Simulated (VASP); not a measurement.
# MgO (P6_3mc) in VASP: notebook

MgO is run at these levels: PBEsol; tasks: single point.

All numbers are computed with VASP 6.6.1; they aren't measurements. Logs are shortened: lines on timing, memory, paths and dates and some standing lists are left out, and cuts for length are marked.

## (1) The cell of the first run

The structure is hexagonal, space group P6_3mc (No. 186). The conventional cell has a = 3.477 Å, b = 3.477 Å, c = 4.919 Å, α = 90.00°, β = 90.00°, γ = 120.00°. Mg (site symmetry 3m) has 4 O at 1.95 to 2.07 Å within 2.6 Å. Within 2.6 Å of O (site symmetry 3m) lie 4 Mg at 1.95 to 2.07 Å.

## (2) Single point, PBEsol

The input, INCAR:

```
SYSTEM = MgO
PREC = Accurate
ENCUT = 520
EDIFF = 1E-6
ISMEAR = 0
SIGMA = 0.05
LREAL = .FALSE.
LASPH = .TRUE.
NELM = 100
ALGO = Normal
ISIF = 2
LWAVE = .FALSE.
LCHARG = .FALSE.
GGA = PS
NBANDS = 16
```

The input, KPOINTS:

```
regular mesh
0
G
  9 9 6
  0 0 0
```

The input, POSCAR:

```
MgO
1.0
    3.4769000000      0.0000000000      0.0000000000
   -1.7384500000      3.0110837264      0.0000000000
    0.0000000000      0.0000000000      4.9190000000
Mg O
2 2
Direct
    0.3333333333      0.6666666667      0.0036583380
    0.6666666667      0.3333333333      0.5036583380
    0.3333333333      0.6666666667      0.4009416620
    0.6666666667      0.3333333333      0.9009416620
```

Potentials or basis: VASP PAW PBE potentials, release 64 (Mg, O).

Run with:

```bash
$ cat potpaw_PBE.64/Mg/POTCAR potpaw_PBE.64/O/POTCAR > POTCAR
$ mpirun -np 1 vasp_std > vasp.out
```

OUTCAR:

```text
SYSTEM = MgO
   PREC = Accurate
   ENCUT = 520
   EDIFF = 1E-6
   ISMEAR = 0
   LREAL = .FALSE.
   LASPH = .TRUE.
   NELM = 100
   ISIF = 2
   GGA = PS

 ion  position               nearest neighbor table
   1  0.333  0.667  0.004-   3 1.95   4 2.07   4 2.07   4 2.07   2 3.17   2 3.17   2 3.17   2 3.17
                             2 3.17   2 3.17
   2  0.667  0.333  0.504-   4 1.95   3 2.07   3 2.07   3 2.07   1 3.17   1 3.17   1 3.17   1 3.17
                             1 3.17   1 3.17
   3  0.333  0.667  0.401-   1 1.95   2 2.07   2 2.07   2 2.07
   4  0.667  0.333  0.901-   2 1.95   1 2.07   1 2.07   1 2.07

  LATTYP: Found a hexagonal cell.
 ALAT       =     3.4769000000
 C/A-ratio  =     1.4147660272

  Lattice vectors:

 A1 = (   3.4769000000,   0.0000000000,   0.0000000000)
 A2 = (  -1.7384500000,   3.0110837264,   0.0000000000)
 A3 = (   0.0000000000,   0.0000000000,   4.9190000000)

Analysis of symmetry for initial positions (statically):
=====================================================================
 Subroutine PRICEL returns:
 Original cell was already a primitive cell.

 Routine SETGRP: Setting up the symmetry group for a
 hexagonal supercell.

 Subroutine GETGRP returns: Found 12 space group operations
 (whereof  6 operations were pure point group operations)
 out of a pool of 24 trial point group operations.

The static configuration has the point symmetry C_3v.
 The point group associated with its full space group is C_6v.

Analysis of symmetry for dynamics (positions and initial velocities):
=====================================================================
 Subroutine PRICEL returns:
 Original cell was already a primitive cell.

 Routine SETGRP: Setting up the symmetry group for a
 hexagonal supercell.

 Subroutine GETGRP returns: Found 12 space group operations
 (whereof  6 operations were pure point group operations)
 out of a pool of 24 trial point group operations.

The dynamic configuration has the point symmetry C_3v.
 The point group associated with its full space group is C_6v.

 Subroutine INISYM returns: Found 12 space group operations
 (whereof  6 operations are pure point group operations),
 and found     1 'primitive' translations

----------------------------------------------------------------------------------------

                                     Primitive cell

  volume of cell :      51.4982

  direct lattice vectors                    reciprocal lattice vectors
     3.476900000  0.000000000  0.000000000     0.287612528  0.166053171  0.000000000
    -1.738450000  3.011083726  0.000000000     0.000000000  0.332106341  0.000000000
     0.000000000  0.000000000  4.919000000     0.000000000  0.000000000  0.203293352

  length of vectors
     3.476900000  3.476900000  4.919000000     0.332106341  0.332106341  0.203293352

  position of ions in fractional coordinates (direct lattice)
     0.333333333  0.666666667  0.003658338
     0.666666667  0.333333333  0.503658338
     0.333333333  0.666666667  0.400941662
     0.666666667  0.333333333  0.900941662

  ion indices of the primitive-cell ions
   primitive index   ion index
                 1           1
                 2           2
                 3           3
                 4           4

----------------------------------------------------------------------------------------

 KPOINTS: regular mesh

Automatic generation of k-mesh.
 Grid dimensions read from file:
 generate k-points for:    9    9    6

 Generating k-lattice:

  Cartesian coordinates                     Fractional coordinates (reciprocal lattice)
     0.031956948  0.018450352  0.000000000     0.111111111 -0.000000000  0.000000000
     0.000000000  0.036900705  0.000000000     0.000000000  0.111111111  0.000000000
     0.000000000  0.000000000  0.033882225     0.000000000  0.000000000  0.166666667

  Length of vectors
     0.036900705  0.036900705  0.033882225

  Shift w.r.t. Gamma in fractional coordinates (k-lattice)
     0.000000000  0.000000000  0.000000000

 Subroutine IBZKPT returns following result:
 ===========================================

 Found     48 irreducible k-points:

 Following reciprocal coordinates:
            Coordinates               Weight
  0.000000  0.000000  0.000000      1.000000
  0.111111  0.000000  0.000000      6.000000
  0.222222  0.000000  0.000000      6.000000
  0.333333 -0.000000  0.000000      6.000000
  0.444444  0.000000  0.000000      6.000000
  0.111111  0.111111  0.000000      6.000000
[... 16 lines left out ...]
  0.333333  0.222222  0.166667     24.000000
  0.333333  0.333333  0.166667      4.000000
 [... further k-points ...]
   k-points           NKPTS =     48   k-points in BZ     NKDIM =     48   number of bands    NBANDS=     16
   number of dos      NEDOS =    301   number of ions     NIONS =      4
   total plane-waves  NPLWV =  31360
   dimension x,y,z NGX =    28 NGY =   28 NGZ =   40
   dimension x,y,z NGXF=    56 NGYF=   56 NGZF=   80
   ions per type =               2   2
   NGX,Y,Z   is equivalent  to a cutoff of  13.39, 13.39, 13.52 a.u.
   NGXF,Y,Z  is equivalent  to a cutoff of  26.78, 26.78, 27.04 a.u.
 SYSTEM =  MgO
   PREC   = accura    normal or accurate (medium, high low for compatibility)
   ISTART =      0    job   : 0-new  1-cont  2-samecut
   ICHARG =      2    charge: 1-file 2-atom 10-const
   ISPIN  =      1    spin polarized calculation?
   LNONCOLLINEAR =      F non collinear calculations
   LSORBIT =      F    spin-orbit coupling
   LASPH  =      T    aspherical Exc in radial PAW
   ENCUT  =  520.0 eV  38.22 Ry    6.18 a.u.   6.46  6.46  9.15*2*pi/ulx,y,z
   NELM   =    100;   NELMIN=  2; NELMDL= -5     # of ELM steps
   EDIFF  = 0.1E-05   stopping-criterion for ELM
   LREAL  =      F    real-space projection
   EDIFFG = 0.1E-04   stopping-criterion for IOM
   NSW    =      0    number of steps for IOM
   IBRION =     -1    ionic relax: 0-MD 1-quasi-New 2-CG
   NFREE  =      0    steps in history (QN), initial steepest desc. (CG)
   ISIF   =      2    stress and relaxation
   ISYM   =      2    0-nonsym 1-usesym 2-fastsym
   POTIM  = 0.5000    time-step for ionic-motion
   TEBEG  =    0.0;   TEEND  =   0.0 temperature during run
   PSTRESS=    0.0 pullay stress
   NELECT =      16.0000    total number of electrons
   NUPDOWN=      -1.0000    fix difference up-down
   EMIN   =  10.00;   EMAX   =-10.00  energy-range for DOS
   EFERMI =   0.00;   METHOD = LEGACY
   ISMEAR =     0;   SIGMA  =   0.05  broadening in eV -4-tet -1-fermi 0-gaus
   EFERMI_NEDOS =   21; number of points for ismear=-14 and -15
   IALGO  =     38    algorithm
   IMIX   =      4    mixing-type and parameters
     AMIX     =   0.40;   BMIX     =  1.00
     AMIX_MAG =   1.60;   BMIX_MAG =  1.00
  volume/ion in A,a.u.               =      12.87        86.88
  Fermi-wavevector in a.u.,A,eV,Ry     =   1.108794  2.095317 16.727331  1.229424
  Thomas-Fermi vector in A             =   2.245326
   LORBIT       =      0    0 simple, 1 ext, 2 COOP (PROOUT), +10 PAW based schemes
   GGA     = PS    functional components
   LHFCALC =     F    Hartree Fock is set to
   AEXX    =    0.0000 exact exchange contribution
   IVDW    =     0    specifies the selected vdW correction
   LEPSILON=     F    determine dielectric tensor
   LRPA    =     F    only Hartree local field effects (RPA)
 non-spin polarized calculation
 Gauss-broadening in eV      SIGMA  =   0.05
  energy-cutoff  :      520.00
  volume of cell :       51.50
 maximum number of plane-waves:      1406
 NGX is ok and might be reduce to    28
   NGX = 13   NGY = 13   NGZ = 19

 number of electron      15.9999996 magnetization

 Free energy of the ion-electron system (eV)
  ---------------------------------------------------
  ext. energy  EPLUGINS =         0.00000000
  ---------------------------------------------------
  free energy    TOTEN  =       -24.33277072 eV

  energy without entropy =      -24.33277072  energy(sigma->0) =      -24.33277072

 E-fermi :   0.8225     XC(G=0):  -9.6009

 val. band max:        0.6211987908   @ k =   0.0000   0.0000   0.0000
 cond. band min:       3.4649276895   @ k =   0.0000   0.0000   0.0000
 fundamental gap:      2.8437288987
 Fermi energy:         0.8225494139

 k-point     1 :       0.0000    0.0000    0.0000
  band No.  band energies     occupation
      1     -15.3489      2.00000
      2     -14.5669      2.00000
      3      -2.4019      2.00000
      4      -0.2547      2.00000
      5      -0.2547      2.00000
      6       0.1730      2.00000
[... 8 lines left out ...]
     15      15.6535      0.00000
     16      15.8367      0.00000

 k-point     2 :       0.1111    0.0000    0.0000
  band No.  band energies     occupation
      1     -15.2998      2.00000
      2     -14.5577      2.00000
      3      -2.2989      2.00000
      4      -0.5116      2.00000
      5      -0.3345      2.00000
      6      -0.1819      2.00000
[... 8 lines left out ...]
     15      15.6388      0.00000
     16      15.8507      0.00000

 k-point     3 :       0.2222    0.0000    0.0000
  band No.  band energies     occupation
      1     -15.1663      2.00000
      2     -14.5406      2.00000
      3      -2.0091      2.00000
      4      -1.2110      2.00000
      5      -0.6769      2.00000
      6      -0.5044      2.00000
[... 8 lines left out ...]
     15      14.6406      0.00000
     16      14.8959      0.00000

 k-point     4 :       0.3333   -0.0000    0.0000
  band No.  band energies     occupation
      1     -14.9911      2.00000
      2     -14.5401      2.00000
      3      -1.8965      2.00000
      4      -1.5746      2.00000
      5      -1.0832      2.00000
      6      -0.6683      2.00000
[... 8 lines left out ...]
     15      14.0744      0.00000
     16      14.7303      0.00000
[... 324 lines left out ...]
 k-point    22 :       0.2222    0.2222    0.1667
  band No.  band energies     occupation
      1     -14.8772      2.00000
      2     -14.5720      2.00000
      3      -1.9157      2.00000
      4      -1.8048      2.00000
      5      -0.8832      2.00000
      6      -0.7829      2.00000
[... 8 lines left out ...]
     15      13.5238      0.00000
     16      15.6898      0.00000

 k-point    23 :       0.3333    0.2222    0.1667
  band No.  band energies     occupation
      1     -14.7540      2.00000
      2     -14.6032      2.00000
      3      -2.1072      2.00000
      4      -1.6254      2.00000
      5      -1.2660      2.00000
      6      -0.5456      2.00000
[... 8 lines left out ...]
     15      13.4184      0.00000
     16      15.5796      0.00000

 k-point    24 :       0.3333    0.3333    0.1667
  band No.  band energies     occupation
      1     -14.6628      2.00000
      2     -14.6628      2.00000
      3      -1.9714      2.00000
      4      -1.5523      2.00000
      5      -1.5523      2.00000
      6      -0.5910      2.00000
[... 8 lines left out ...]
     15      13.4433      0.00000
     16      16.2543      0.00000

 [... further k-points ...]
[... 5 lines left out ...]
  --------------------------------------------------------------------------------------
  -------------------------------------------------------------------------------------
  Total       -4.0575524     -4.0575524     -0.2423022      0.0000000      0.0000000      0.0000000
  in kB     -126.2358965   -126.2358965     -7.5383454      0.0000000      0.0000000      0.0000000
  external PRESSURE =     -86.6700462 kB  Pullay stress =       0.0000000 kB

 VOLUME and BASIS-vectors are now :
 -----------------------------------------------------------------------------
  energy-cutoff  :      520.00
  volume of cell :       51.50
      direct lattice vectors                 reciprocal lattice vectors
     3.476900000  0.000000000  0.000000000     0.287612528  0.166053171  0.000000000
    -1.738450000  3.011083726  0.000000000     0.000000000  0.332106341  0.000000000
     0.000000000  0.000000000  4.919000000     0.000000000  0.000000000  0.203293352

 POSITION                                       TOTAL-FORCE (eV/Angst)
 -----------------------------------------------------------------------------------
     -0.00000      2.00739      0.01800         0.000000      0.000000     -0.567900
      1.73845      1.00369      2.47750         0.000000      0.000000     -0.567900
     -0.00000      2.00739      1.97223        -0.000000      0.000000      0.567900
      1.73845      1.00369      4.43173         0.000000     -0.000000      0.567900
 -----------------------------------------------------------------------------------
    total drift:                               -0.000000      0.000000      0.002337

  FREE ENERGIE OF THE ION-ELECTRON SYSTEM (eV)
  ---------------------------------------------------
  free  energy   TOTEN  =       -24.3327707179 eV

  energy  without entropy=      -24.3327707179  energy(sigma->0) =      -24.33277072
```

Wall time 15 s (1 thread of Intel Xeon 6975P-C (Granite Rapids), shared host); peak memory 0.19 GiB.

Results:

```yaml
Free_energy: -24.3328 eV
Pressure: -8.7 GPa
Largest_force: 0.568 eV/Å
Band_gap_on_the_k_mesh: 2.84 eV, direct
```

Forces in eV/Å, atoms in the order of the input:
```
Mg   0.000  0.000 -0.568
Mg   0.000  0.000 -0.568
O    0.000  0.000  0.568
O    0.000  0.000  0.568
```

Levels at points of the mesh, in eV from the valence-band top:
| k point | band 6 | band 7 | band 8 | band 9 | band 10 | band 11 |
| --- | --- | --- | --- | --- | --- | --- |
| (0.00, 0.00, 0.00) | -0.45 | -0.45 | 0.00 | 2.84 | 7.68 | 9.89 |
| (0.00, 0.00, 0.50) | -0.67 | -0.67 | -0.67 | 5.34 | 5.34 | 12.77 |

Caveat: the PAW data sets were made with another functional, which shifts forces and pressure a little. A k mesh can miss the band edges.

## (3) Single point, PBEsol

This run uses another cell than the first one, of 13.02 Å³/atom, 1.011 times its volume.

The input, INCAR:

```
  PREC = Accurate
  ENCUT = 520
  EDIFF = 1E-6
  ISMEAR = 0
  SIGMA = 0.05
  LREAL = False
  LASPH = True
  NELM = 60
  ALGO = Normal
  ISIF = 2
  LWAVE = False
  LCHARG = False
  GGA = PS
  NBANDS = 16
```

The input, KPOINTS:

```
regular mesh
0
Gamma
  9 9 6
```

The input, POSCAR:

```
MgO
1.0
    3.3613000000      0.0000000000      0.0000000000
   -1.6806500000      2.9109711897      0.0000000000
    0.0000000000      0.0000000000      5.3206000000
Mg O
2 2
Direct
    0.3333333333      0.6666666667      0.0036583380
    0.6666666667      0.3333333333      0.5036583380
    0.3333333333      0.6666666667      0.4009416620
    0.6666666667      0.3333333333      0.9009416620
```

Potentials or basis: VASP PAW PBE potentials, release 64 (Mg, O).

Run with:

```bash
$ cat potpaw_PBE.64/Mg/POTCAR potpaw_PBE.64/O/POTCAR > POTCAR
$ mpirun -np 1 vasp_std > vasp.out
```

It took 15 s on 1 thread of Intel Xeon 6975P-C (Granite Rapids), shared host; peak memory 0.2 GiB.

The run converged. Its results:

```
Free energy            : -24.3875 eV
Pressure               : -9.1 GPa
Largest force          : 0.288 eV/Å
Band gap on the k mesh : 2.93 eV, direct
```

Forces on the atoms (eV/Å):
```
Mg   0.000  0.000  0.288
Mg   0.000  0.000  0.288
O    0.000  0.000 -0.288
O    0.000  0.000 -0.288
```

Stress tensor (GPa, compression positive):
```
 -7.77   0.00   0.00
  0.00  -7.77   0.00
  0.00   0.00 -11.81
```

Levels at points of the mesh, in eV from the valence-band top:
| k point | band 4 | band 5 | band 6 | band 7 | band 8 | band 9 | band 10 | band 11 | band 12 | band 13 |
| --- | --- | --- | --- | --- | --- | --- | --- | --- | --- | --- |
| (0.00, 0.00, 0.00) | -0.56 | -0.56 | -0.30 | -0.30 | 0.00 | 2.93 | 7.84 | 9.26 | 13.77 | 13.77 |
| (0.00, 0.00, 0.50) | -1.88 | -0.43 | -0.43 | -0.43 | -0.43 | 5.34 | 5.34 | 12.03 | 12.03 | 14.19 |

Caveat: the PAW data sets were made with another functional, which shifts forces and pressure a little. A k mesh can miss the band edges.
